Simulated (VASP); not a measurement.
# Al2BAs3 (P3m1) in VASP: further runs

Al2BAs3 is run at these levels: PBE; tasks: single point, relaxation of cell and atoms.

All numbers are computed with VASP 6.6.1; they aren't measurements. Logs are shortened: lines on timing, memory, paths and dates and some standing lists are left out, and cuts for length are marked.

## (1) The cell of the first run

The structure is trigonal, space group P3m1 (No. 156). The conventional cell has a = 3.813 Å, b = 3.813 Å, c = 9.484 Å, α = 90.00°, β = 90.00°, γ = 120.00°. B (site symmetry 3m) has 4 As at 2.08 to 2.30 Å within 2.7 Å. Al (site symmetry 3m) has 4 As at 2.39 to 2.46 Å within 3.2 Å. Al (site symmetry 3m) has 4 As at 2.39 to 2.44 Å within 3.2 Å. Within 3.0 Å of As (site symmetry 3m) lie 3 B at 2.30 Å and 1 Al at 2.46 Å. Within 3.2 Å of As (site symmetry 3m) lie 4 Al at 2.39 to 2.44 Å. As (site symmetry 3m) has 1 B at 2.08 Å and 3 Al at 2.39 Å within 2.7 Å.

## (2) Single point, PBE

File INCAR:

```
SYSTEM = Al2BAs3
  ALGO = Normal
  EDIFF = 1E-6
  ENCUT = 520
  GGA = PE
  ISIF = 2
  ISMEAR = -1
  LASPH = .TRUE.
  LCHARG = .FALSE.
  LREAL = .FALSE.
  LWAVE = .FALSE.
  NBANDS = 21
  NELM = 80
  PREC = Accurate
  SIGMA = 0.02
```

File KPOINTS:

```
k-points
0
G
  12 12 4
  0 0 0
```

File POSCAR:

```
Al2BAs3
1.0
    3.8127790622      0.0000000000      0.0000000000
   -1.9063895311      3.3019635268      0.0000000000
    0.0000000000      0.0000000000      9.4844603408
B Al As
1 2 3
Direct
    0.0000000000      0.0000000000      0.0065134174
    0.6666666667      0.3333333333      0.6777067455
    0.3333333333      0.6666666667      0.3230378119
    0.6666666667      0.3333333333      0.9373982925
    0.3333333333      0.6666666667      0.5799620286
    0.0000000000      0.0000000000      0.2253817040
```

Potentials or basis: VASP PAW PBE potentials, release 64 (B, Al, As).

Launch:

```sh
cat potpaw_PBE.64/B/POTCAR potpaw_PBE.64/Al/POTCAR potpaw_PBE.64/As/POTCAR > POTCAR
mpirun -np 1 vasp_std > vasp.out
```

OUTCAR:

```text
SYSTEM = Al2BAs3
   EDIFF = 1E-6
   ENCUT = 520
   GGA = PE
   ISIF = 2
   ISMEAR = -1
   LASPH = .TRUE.
   LREAL = .FALSE.
   NELM = 80
   PREC = Accurate

 ion  position               nearest neighbor table
   1  0.000  0.000  0.007-   6 2.08   4 2.30   4 2.30   4 2.30
   2  0.667  0.333  0.678-   5 2.39   5 2.39   5 2.39   4 2.46
   3  0.333  0.667  0.323-   6 2.39   6 2.39   6 2.39   5 2.44
   4  0.667  0.333  0.937-   1 2.30   1 2.30   1 2.30   2 2.46
   5  0.333  0.667  0.580-   2 2.39   2 2.39   2 2.39   3 2.44
   6  0.000  0.000  0.225-   1 2.08   3 2.39   3 2.39   3 2.39

  LATTYP: Found a hexagonal cell.
 ALAT       =     3.8127790622
 C/A-ratio  =     2.4875452225

  Lattice vectors:

 A1 = (   3.8127790622,   0.0000000000,   0.0000000000)
 A2 = (  -1.9063895311,   3.3019635268,   0.0000000000)
 A3 = (   0.0000000000,   0.0000000000,   9.4844603408)

Analysis of symmetry for initial positions (statically):
=====================================================================
 Subroutine PRICEL returns:
 Original cell was already a primitive cell.

 Routine SETGRP: Setting up the symmetry group for a
 hexagonal supercell.

 Subroutine GETGRP returns: Found  6 space group operations
 (whereof  6 operations were pure point group operations)
 out of a pool of 24 trial point group operations.

The static configuration has the point symmetry C_3v.

Analysis of symmetry for dynamics (positions and initial velocities):
=====================================================================
 Subroutine PRICEL returns:
 Original cell was already a primitive cell.

 Routine SETGRP: Setting up the symmetry group for a
 hexagonal supercell.

 Subroutine GETGRP returns: Found  6 space group operations
 (whereof  6 operations were pure point group operations)
 out of a pool of 24 trial point group operations.

The dynamic configuration has the point symmetry C_3v.

 Subroutine INISYM returns: Found  6 space group operations
 (whereof  6 operations are pure point group operations),
 and found     1 'primitive' translations

----------------------------------------------------------------------------------------

                                     Primitive cell

  volume of cell :     119.4061

  direct lattice vectors                    reciprocal lattice vectors
     3.812779062  0.000000000  0.000000000     0.262275884  0.151425052  0.000000000
    -1.906389531  3.301963527  0.000000000     0.000000000  0.302850105  0.000000000
     0.000000000  0.000000000  9.484460341     0.000000000  0.000000000  0.105435625

  length of vectors
     3.812779062  3.812779062  9.484460341     0.302850105  0.302850105  0.105435625

  position of ions in fractional coordinates (direct lattice)
     0.000000000  0.000000000  0.006513417
     0.666666667  0.333333333  0.677706745
     0.333333333  0.666666667  0.323037812
     0.666666667  0.333333333  0.937398292
     0.333333333  0.666666667  0.579962029
     0.000000000  0.000000000  0.225381704

  ion indices of the primitive-cell ions
   primitive index   ion index
                 1           1
                 2           2
                 3           3
                 4           4
                 5           5
                 6           6

----------------------------------------------------------------------------------------

 KPOINTS: k-points

Automatic generation of k-mesh.
 Grid dimensions read from file:
 generate k-points for:   12   12    4

 Generating k-lattice:

  Cartesian coordinates                     Fractional coordinates (reciprocal lattice)
     0.021856324  0.012618754  0.000000000     0.083333333  0.000000000  0.000000000
     0.000000000  0.025237509  0.000000000     0.000000000  0.083333333  0.000000000
     0.000000000  0.000000000  0.026358906     0.000000000  0.000000000  0.250000000

  Length of vectors
     0.025237509  0.025237509  0.026358906

  Shift w.r.t. Gamma in fractional coordinates (k-lattice)
     0.000000000  0.000000000  0.000000000

 Subroutine IBZKPT returns following result:
 ===========================================

 Found     69 irreducible k-points:

 Following reciprocal coordinates:
            Coordinates               Weight
  0.000000  0.000000  0.000000      1.000000
  0.083333  0.000000  0.000000      6.000000
  0.166667  0.000000  0.000000      6.000000
  0.250000  0.000000  0.000000      6.000000
  0.333333  0.000000  0.000000      6.000000
  0.416667 -0.000000  0.000000      6.000000
[... 16 lines left out ...]
  0.166667  0.000000  0.250000      6.000000
  0.000000  0.166667  0.250000      6.000000
 [... further k-points ...]
   k-points           NKPTS =     69   k-points in BZ     NKDIM =     69   number of bands    NBANDS=     21
   number of dos      NEDOS =    301   number of ions     NIONS =      6
   total plane-waves  NPLWV =  56448
   dimension x,y,z NGX =    28 NGY =   28 NGZ =   72
   dimension x,y,z NGXF=    56 NGYF=   56 NGZF=  144
[... 94 lines left out ...]
      2      -7.0783      2.00000
      3      -6.7561      2.00000
      4      -1.2816      2.00000
      5      -0.4498      2.00000
      6       1.3591      2.00000
[... 13 lines left out ...]
     20       9.9451      0.00000
     21      10.0360      0.00000

 k-point     4 :       0.2500    0.0000    0.0000
  band No.  band energies     occupation
      1      -7.8841      2.00000
      2      -6.7955      2.00000
      3      -6.5023      2.00000
      4      -1.4602      2.00000
      5      -0.4875      2.00000
      6       0.6648      2.00000
[... 13 lines left out ...]
     20      10.3849      0.00000
     21      10.6635      0.00000

 k-point     5 :       0.3333    0.0000    0.0000
  band No.  band energies     occupation
      1      -7.4597      2.00000
      2      -6.4802      2.00000
      3      -6.2247      2.00000
      4      -1.9009      2.00000
      5      -0.8818      2.00000
      6      -0.0198      2.00000
[... 13 lines left out ...]
     20      10.3646      0.00000
     21      10.4454      0.00000

 k-point     6 :       0.4167   -0.0000    0.0000
  band No.  band energies     occupation
      1      -7.0159      2.00000
      2      -6.2879      2.00000
      3      -5.9870      2.00000
      4      -2.2986      2.00000
      5      -1.3522      2.00000
      6      -0.8647      2.00000
[... 13 lines left out ...]
     20      10.3586      0.00000
     21      10.5413      0.00000

 k-point     7 :       0.5000    0.0000    0.0000
  band No.  band energies     occupation
      1      -6.7674      2.00000
      2      -6.2933      2.00000
      3      -5.8770      2.00000
      4      -2.4280      2.00000
      5      -1.5255      2.00000
      6      -1.2414      2.00000
[... 13 lines left out ...]
     20      10.3160      0.00000
     21      10.7866      0.00000
[... 291 lines left out ...]
      1      -8.4514      2.00000
      2      -7.5840      2.00000
      3      -6.7258      2.00000
      4      -1.9011      2.00000
      5       0.3364      2.00000
      6       2.9351      2.00000
[... 13 lines left out ...]
     20       9.2998      0.00000
     21       9.5723      0.00000

 k-point    21 :       0.0833    0.0000    0.2500
  band No.  band energies     occupation
      1      -8.3811      2.00000
      2      -7.5175      2.00000
      3      -6.6687      2.00000
      4      -1.8586      2.00000
      5       0.3286      2.00000
      6       2.3580      2.00000
[... 13 lines left out ...]
     20       9.5211      0.00000
     21       9.5576      0.00000

 k-point    22 :       0.0000    0.0833    0.2500
  band No.  band energies     occupation
      1      -8.3812      2.00000
      2      -7.5167      2.00000
      3      -6.6696      2.00000
      4      -1.8561      2.00000
      5       0.3303      2.00000
      6       2.3017      2.00000
[... 13 lines left out ...]
     20       9.4015      0.00000
     21       9.4590      0.00000

 k-point    23 :       0.1667    0.0000    0.2500
  band No.  band energies     occupation
      1      -8.1738      2.00000
      2      -7.3259      2.00000
      3      -6.5050      2.00000
      4      -1.7650      2.00000
      5       0.1832      2.00000
      6       1.5272      2.00000
[... 13 lines left out ...]
     20      10.0126      0.00000
     21      10.0498      0.00000

 k-point    24 :       0.0000    0.1667    0.2500
  band No.  band energies     occupation
      1      -8.1753      2.00000
      2      -7.3189      2.00000
      3      -6.5128      2.00000
      4      -1.7444      2.00000
      5       0.2334      2.00000
      6       1.2998      2.00000
[... 13 lines left out ...]
     20      10.0409      0.00000
     21      10.0483      0.00000

 [... further k-points ...]

------------------------ aborting loop because EDIFF is reached ----------------------------------------

  FORCE on cell =-STRESS in cart. coord.  units (eV):
  Direction    XX          YY          ZZ          XY          YZ          ZX
  --------------------------------------------------------------------------------------
  -------------------------------------------------------------------------------------
  Total        1.4693674      1.4693674      1.7489724     -0.0000000      0.0000000      0.0000000
  in kB       19.7158013     19.7158013     23.4675092     -0.0000000      0.0000000      0.0000000
  external PRESSURE =      20.9663706 kB  Pullay stress =       0.0000000 kB

 VOLUME and BASIS-vectors are now :
 -----------------------------------------------------------------------------
  energy-cutoff  :      520.00
  volume of cell :      119.41
      direct lattice vectors                 reciprocal lattice vectors
     3.812779062  0.000000000  0.000000000     0.262275884  0.151425052  0.000000000
    -1.906389531  3.301963527  0.000000000     0.000000000  0.302850105  0.000000000
     0.000000000  0.000000000  9.484460341     0.000000000  0.000000000  0.105435625

 POSITION                                       TOTAL-FORCE (eV/Angst)
 -----------------------------------------------------------------------------------
      0.00000      0.00000      0.06178        -0.000000      0.000000     -0.119552
      1.90639      1.10065      6.42768        -0.000000     -0.000000      0.065515
     -0.00000      2.20131      3.06384         0.000000      0.000000      0.062054
      1.90639      1.10065      8.89072        -0.000000      0.000000      0.126922
     -0.00000      2.20131      5.50063         0.000000      0.000000     -0.050788
      0.00000      0.00000      2.13762        -0.000000      0.000000     -0.084151
 -----------------------------------------------------------------------------------
    total drift:                                0.000000     -0.000000     -0.000044

  FREE ENERGIE OF THE ION-ELECTRON SYSTEM (eV)
  ---------------------------------------------------
  free  energy   TOTEN  =       -28.9776078602 eV

  energy  without entropy=      -28.9776078286  energy(sigma->0) =      -28.97760784
```

Wall time 72 s (1 thread of AMD EPYC 9R45 (Zen 5), shared host); peak memory 0.29 GiB.

What came out:

| Quantity | Value |
| --- | --- |
| Free energy | -28.9776 eV |
| Pressure | 2.1 GPa |
| Largest force | 0.127 eV/Å |
| Band gap on the k mesh | 0.45 eV |

Forces in eV/Å, atoms in the order of the input:
```
B    0.000  0.000 -0.120
Al   0.000  0.000  0.066
Al   0.000  0.000  0.062
As   0.000  0.000  0.127
As   0.000  0.000 -0.051
As   0.000  0.000 -0.084
```

Caveat: semilocal functionals underestimate gaps, and a narrow one can read as zero.

## (3) Single point, PBE

This run uses another cell than the first one, of 20.34 Å³/atom.

File INCAR:

```
  PREC = Accurate
  ENCUT = 520
  EDIFF = 1E-7
  ISMEAR = -1
  SIGMA = 0.02
  LREAL = F
  LASPH = T
  NELM = 100
  ALGO = Normal
  ISIF = 2
  LWAVE = F
  LCHARG = F
  GGA = PE
  NBANDS = 21
```

File KPOINTS:

```
Automatic mesh
0
Gamma
  12 12 4
```

File POSCAR:

```
Al2BAs3
1.0
    3.8388041342      0.0000000000      0.0000000000
   -1.9194020671      3.3245019004      0.0000000000
    0.0000000000      0.0000000000      9.5643755567
B Al As
1 2 3
Direct
    0.0000000000      0.0000000000      0.0064634754
    0.6666666667      0.3333333333      0.6782005725
    0.3333333333      0.6666666667      0.3228593204
    0.6666666667      0.3333333333      0.9381474353
    0.3333333333      0.6666666667      0.5798533998
    0.0000000000      0.0000000000      0.2244757966
```

Potentials or basis: VASP PAW PBE potentials, release 64 (B, Al, As).

Launch:

```sh
cat potpaw_PBE.64/B/POTCAR potpaw_PBE.64/Al/POTCAR potpaw_PBE.64/As/POTCAR > POTCAR
mpirun -np 1 vasp_std > vasp.out
```

Wall time 86 s (1 thread of AMD EPYC 9R45 (Zen 5), shared host); peak memory 0.31 GiB.

The run converged. Its results:

| Quantity | Value |
| --- | --- |
| Free energy | -28.9975 eV |
| Pressure | 0.2 GPa |
| Largest force | 0.034 eV/Å |
| Band gap on the k mesh | 0.33 eV |

Forces in eV/Å, atoms in the order of the input:
```
B    0.000  0.000 -0.034
Al   0.000  0.000  0.012
Al   0.000  0.000  0.003
As   0.000  0.000 -0.003
As   0.000  0.000 -0.001
As   0.000  0.000  0.024
```

Levels at points of the mesh, in eV from the valence-band top:
| k point | band 10 | band 11 | band 12 | band 13 | band 14 | band 15 |
| --- | --- | --- | --- | --- | --- | --- |
| (0.00, 0.00, 0.00) | -0.49 | 0.00 | 0.00 | 0.33 | 2.35 | 2.80 |
| (0.50, 0.00, 0.00) | -2.54 | -1.75 | -1.37 | 0.99 | 1.42 | 2.48 |
| (0.00, 0.00, 0.50) | -0.47 | -0.17 | -0.17 | 0.51 | 2.77 | 3.25 |
| (0.50, 0.00, 0.50) | -2.02 | -1.45 | -1.07 | 1.07 | 1.86 | 2.05 |

Caveat: semilocal functionals underestimate gaps, and a narrow one can read as zero. A k mesh can miss the band edges.

## (4) Relaxation of cell and atoms, PBE

This run uses another cell than the first one, of 17.26 Å³/atom.

File INCAR:

```
SYSTEM = Al2BAs3
  PREC = Accurate
  ENCUT = 600
  EDIFF = 1E-6
  ISMEAR = -1
  SIGMA = 0.02
  LREAL = .FALSE.
  LASPH = .TRUE.
  NELM = 80
  ALGO = Normal
  ISIF = 3
  LWAVE = .FALSE.
  LCHARG = .FALSE.
  GGA = PE
  IBRION = 2
  NSW = 80
  EDIFFG = -0.005
```

File KPOINTS:

```
regular mesh
0
G
  12 12 4
  0 0 0
```

File POSCAR:

```
Al2BAs3
1.0
    3.6550741611      0.0000000000      0.0000000000
   -1.8275370805      3.1653870762      0.0000000000
    0.0000000000      0.0000000000      8.9530666667
B Al As
1 2 3
Direct
    0.0000000000      0.0000000000      0.0000000000
    0.6666666667      0.3333333333      0.6666666667
    0.3333333333      0.6666666667      0.3333333333
    0.6666666667      0.3333333333      0.9166666667
    0.3333333333      0.6666666667      0.5833333333
    0.0000000000      0.0000000000      0.2500000000
```

Launch:

```sh
cat potpaw_PBE.64/B/POTCAR potpaw_PBE.64/Al/POTCAR potpaw_PBE.64/As/POTCAR > POTCAR
mpirun -np 1 vasp_std > vasp.out
```

It took 7.9 min on 1 thread of AMD EPYC 9R45 (Zen 5), shared host; peak memory 0.33 GiB.

It converged, with:

| Property | Result |
| --- | --- |
| Free energy | -28.9973 eV |
| Relaxed volume | 20.40 Å³/atom |
| Relaxed cell | a = 3.842 Å, b = 3.842 Å, c = 9.572 Å, α = 90.00°, β = 90.00°, γ = 120.00° |
| Space group after relaxing (to 0.1 Å) | P3m1 (No. 156) |
| Energy gained by relaxing | 301.4 meV/atom |
| Ionic steps | 17 |
| Pressure after relaxing | 0.0 GPa |
| Band gap on the k mesh | 0.32 eV |

Forces on the atoms (eV/Å):
```
B    0.000  0.000  0.002
Al   0.000  0.000 -0.003
Al   0.000  0.000 -0.002
As   0.000  0.000  0.002
As   0.000  0.000 -0.001
As   0.000  0.000  0.003
```

Step by step:
```tsv
step	energy change (eV)	largest force (eV/Å)	pressure (GPa)	volume (Å³)
1	0.0000	3.6830	21.30	103.58
2	-1.1005	0.9373	-8.20	141.94
3	-1.5857	1.1955	-1.47	125.69
4	-1.5860	1.2290	-1.18	125.22
5	-1.7210	0.6457	-0.60	123.84
6	-1.7727	0.4152	0.39	122.36
7	-1.8035	0.2735	0.00	122.57
8	-1.8039	0.2636	0.03	122.55
9	-1.8079	0.0429	-0.15	122.62
10	-1.8079	0.0441	-0.15	122.62
11	-1.8083	0.0160	0.07	122.26
12	-1.8083	0.0162	0.07	122.27
13	-1.8084	0.0057	0.00	122.37
14	-1.8084	0.0065	0.00	122.36
15	-1.8084	0.0069	0.00	122.36
16	-1.8084	0.0067	0.01	122.36
17	-1.8084	0.0029	0.01	122.37
```

Final structure:
```
B Al As
1.0
     3.84223    0.00000    0.00000
    -1.92112    3.32747    0.00000
     0.00000    0.00000    9.57164
B Al As
1 2 3
Direct
  0.00000 0.00000 0.00626
  0.66667 0.33333 0.67826
  0.33333 0.66667 0.32291
  0.66667 0.33333 0.93806
  0.33333 0.66667 0.57996
  0.00000 0.00000 0.22454
```

Levels at points of the mesh, in eV from the valence-band top:
```csv
k point,band 8,band 9,band 10,band 11,band 12,band 13,band 14,band 15,band 16
"(0.00, 0.00, 0.00)",-0.60,-0.60,-0.48,0.00,0.00,0.32,2.33,2.79,3.12
"(0.50, 0.00, 0.00)",-3.08,-2.84,-2.53,-1.74,-1.36,1.00,1.42,2.48,2.96
"(0.00, 0.00, 0.50)",-1.66,-0.46,-0.46,-0.17,-0.17,0.50,2.76,3.24,3.25
"(0.50, 0.00, 0.50)",-3.52,-3.04,-2.01,-1.45,-1.07,1.07,1.86,2.05,3.04
```

Caveat: the volume moved by over 15 % at a fixed basis, so the end points are rough; semilocal functionals underestimate gaps, and a narrow one can read as zero. A k mesh can miss the band edges.

## (5) The runs side by side

| task | cell | cutoff (eV) | gap on the mesh (eV) | pressure (GPa) | largest force (eV/Å) |
| --- | --- | --- | --- | --- | --- |
| single point | a = 3.813, b = 3.813, c = 9.484 Å, angles 90.0, 90.0, 120.0°, 6 atoms, atomic positions A | 520 | 0.45 | 2.1 | 0.13 |
| single point | a = 3.839, b = 3.839, c = 9.564 Å, angles 90.0, 90.0, 120.0°, 6 atoms, atomic positions B | 520 | 0.33 | 0.2 | 0.03 |
| relaxation of cell and atoms | relaxed from a = 3.655, b = 3.655, c = 8.953 Å, angles 90.0, 90.0, 120.0°, 6 atoms, atomic positions C | 600 | 0.32 | 0.0 | - |

Alike in all rows: level PBE; potentials or basis VASP PAW PBE potentials, release 64 (B, Al, As); no spin polarisation; k mesh 12 × 12 × 4; smearing fermi-dirac 0.02 eV.

Caveats: semilocal functionals underestimate gaps, and a narrow one can read as zero; the volume moved by over 15 % at a fixed basis, so the end points are rough (at least some runs).

Total energies depend on the potentials used, so only differences within one code and one set of settings carry meaning.
